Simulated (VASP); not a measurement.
Crystal: ScCo.

```xyz
2
Lattice="3.1450 0.0000 0.0000 0.0000 3.1450 0.0000 0.0000 0.0000 3.1450" Properties=species:S:1:pos:R:3 pbc="T T T"
Co    0.0000    0.0000    0.0000
Sc    1.5725    1.5725    1.5725
```

Base run:

| Property | Result |
| --- | --- |
| Program | VASP 6.6.1 |
| Functional | LDA |
| Potentials or basis | VASP PAW LDA potentials, release 64 (Co, Sc_sv) |
| Cutoff | 520 eV |
| k mesh | 10 × 10 × 10 |
| Occupations | fermi-dirac, width 0.1 eV |
| Spin | collinear spin, ferromagnetic start |
| Starting moments | [0.45, 0.0] μB |
| Fixed moment | 0.45 μB |

Its results: pressure -11.4 GPa; site moments Co +0.53; Sc -0.07 μB.

The run is repeated on the same cell with these changes: fixed moment from 0.45 μB to 1.35 μB; moments at the start from [0.45, 0.0] to [1.35, 0.0]. What comes out?

Pressure -6.9 GPa; site moments Co +1.22; Sc +0.03 μB.

Caveats: the cell stands under tension; the total moment is fixed, so each spin has its own Fermi level.
